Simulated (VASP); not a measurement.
CdSe: relaxation of cell and atoms with r2SCAN

Crystal: CdSe.

```
Cd Se
1.0
     0.00000    3.07027    3.07027
     3.07027    0.00000    3.07027
     3.07027    3.07027    0.00000
Cd Se
1 1
Cartesian
  0.0000 0.0000 0.0000
  4.6054 4.6054 4.6054
```

```yaml
Program: VASP 6.6.1
Task: relaxation of cell and atoms
Functional: r2SCAN
Potentials_or_basis: VASP PAW PBE potentials, release 64 (Cd, Se)
Cutoff: 600 eV
k_mesh: 6 × 6 × 6
Occupations: gaussian, width 0.01 eV
Spin: no spin polarisation
Dipole_correction: no
Further_INCAR_settings: ALGO = Normal; EDIFF = 1e-07; IBRION = 2; EDIFFG = -0.01; NSW = 80; ISIF = 3
```

The pressure after relaxing is 0.0 GPa and the band gap on the k mesh is 1.02 eV, direct.

Final structure:
```
Cd Se
1.0
     0.00000    3.07027    3.07027
     3.07027    0.00000    3.07027
     3.07027    3.07027    0.00000
Cd Se
1 1
Cartesian
  0.0000 0.0000 0.0000
  4.6054 4.6054 4.6054
```

Levels at points of the mesh, in eV from the valence-band top:
```csv
k point,band 5,band 6,band 7,band 8,band 9,band 10,band 11,band 12,band 13
"(0.00, 0.00, 0.00)",-7.71,-7.71,0.00,0.00,0.00,1.02,6.47,6.47,6.47
"(0.50, 0.00, 0.00)",-7.69,-7.43,-4.26,-0.72,-0.72,2.82,6.92,6.92,7.73
"(0.50, 0.50, 0.00)",-7.65,-7.36,-3.96,-1.79,-1.79,3.50,4.12,9.55,10.78
```

It took 2.4 min on 1 thread of Intel Xeon 8259CL, on a shared host, peak memory 0.23 GiB.

Caveat: the relaxation stopped at its first step, so nothing moved; the PAW data sets were made with another functional, which shifts forces and pressure a little. r2SCAN opens gaps a little over a GGA but as a rule still falls short of measured ones.
